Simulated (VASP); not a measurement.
Be:

```
CELL_PARAMETERS angstrom
2.28530 0.00000 0.00000
-1.14265 1.97913 0.00000
0.00000 0.00000 3.58420
ATOMIC_POSITIONS crystal
Be 0.33333 0.66667 0.25000
Be 0.66667 0.33333 0.75000
```

Base run:

| Item | Value |
| --- | --- |
| Program | VASP 6.6.1 |
| Functional | revPBE |
| Potentials or basis | VASP PAW PBE potentials, release 64 (Be) |
| Cutoff | 520 eV |
| k mesh | 14 × 14 × 8 |
| Occupations | fermi-dirac, width 0.15 eV |
| Spin | no spin polarisation |

Its results: band gap on the k mesh zero (band 2 reaches 7.60 eV, above the bottom of band 3 at 6.84 eV); pressure -0.2 GPa.

Q: The run is repeated on the same cell with these changes: functional from revPBE to BLYP. What comes out?

A: Band gap on the k mesh zero (band 2 reaches 7.94 eV, above the bottom of band 3 at 7.18 eV); pressure -2.5 GPa.

Caveats: the PAW data sets were made with another functional, which shifts forces and pressure a little.
